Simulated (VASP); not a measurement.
Crystal: GaN.

```
Ga N
1.0
     0.00000    2.25350    2.25350
     2.25350    0.00000    2.25350
     2.25350    2.25350    0.00000
Ga N
1 1
Direct
  0.00000 0.00000 0.00000
  0.25000 0.25000 0.25000
```

Base run:

| Property | Result |
| --- | --- |
| Program | VASP 6.6.1 |
| Functional | r2SCAN |
| Dispersion | D4 |
| Potentials or basis | VASP PAW PBE potentials, release 64 (Ga_d, N) |
| Cutoff | 520 eV |
| k mesh | 10 × 10 × 10 |
| Occupations | fermi-dirac, width 0.05 eV |
| Spin | no spin polarisation |

Its results: band gap on the k mesh 2.12 eV; pressure -2.1 GPa.

Problem. The run is repeated on the same cell with these changes: dispersion from D4 to rVV10. What comes out?

Solution. Band gap on the k mesh 2.09 eV; pressure -1.2 GPa.

Caveats: the PAW data sets were made with another functional, which shifts forces and pressure a little.

